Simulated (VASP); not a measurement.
The system is CuO.

```
Cu O
1.0
     4.16094    0.00000    0.00000
     0.00000    4.16094    0.00000
     0.00000    0.00000    3.88764
Cu O
3 3
Direct
  0.50000 0.00000 0.50000
  0.00000 0.50000 0.50000
  0.00000 0.00000 0.00000
  0.00000 0.00000 0.50000
  0.50000 0.00000 0.00000
  0.00000 0.50000 0.00000
```

Base run:

- Program: VASP 6.6.1
- Functional: PBEsol
- Potentials or basis: VASP PAW PBE potentials, release 64 (Cu, O)
- Cutoff: 520 eV
- k mesh: 6 × 6 × 6
- Occupations: fermi-dirac, width 0.05 eV
- Spin: no spin polarisation

Its results: band gap on the k mesh zero (an odd number of electrons rules out a gap without spin polarisation); pressure -4.8 GPa.

The run is repeated on the same cell with these changes: k mesh from 6 × 6 × 6 to 7 × 7 × 7; hubbard terms from none to Cu d U = 4.5 eV. What comes out?

Band gap on the k mesh zero (an odd number of electrons rules out a gap without spin polarisation); pressure -7.7 GPa.

Several settings changed at once.

Caveats: the cell stands under tension; the PAW data sets were made with another functional, which shifts forces and pressure a little; an odd number of electrons without spin polarisation forces a metal; a magnetic or distorted state may lie lower; semilocal functionals often make such compounds metallic where correlation or magnetic order opens a gap, which also shifts bond lengths (at least some runs); U without spin polarisation on a metal has little footing (at least some runs).
